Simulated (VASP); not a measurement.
A run of VASP 6.6.1 is set up as follows.

File INCAR:

```
SYSTEM = Bi
PREC = Accurate
ENCUT = 500
EDIFF = 1E-6
ISMEAR = -1
SIGMA = 0.05
LREAL = .FALSE.
LASPH = .TRUE.
NELM = 120
ALGO = Normal
ISIF = 2
LWAVE = .FALSE.
LCHARG = .FALSE.
GGA = PS
NBANDS = 14
GGA_COMPAT = .FALSE.
```

The input KPOINTS:

```
regular mesh
0
G
  14 14 13
  0 0 0
```

The input POSCAR:

```
Bi
1.0
    3.1417108806      0.0000000000      0.0000000000
   -1.5708554403      2.7208014340      0.0000000000
    0.0000000000      0.0000000000      2.9807700904
Bi
1
Direct
    0.0000000000      0.0000000000      0.0000000000
```

Potentials or basis: VASP PAW PBE potentials, release 64 (Bi_d).

Command:

```console
$ cat potpaw_PBE.64/Bi_d/POTCAR > POTCAR
$ mpirun -np 1 vasp_std > vasp.out
```

Q: Predict the pressure.

A: 21.9 GPa.

Caveat: the PAW data sets were made with another functional, which shifts forces and pressure a little.
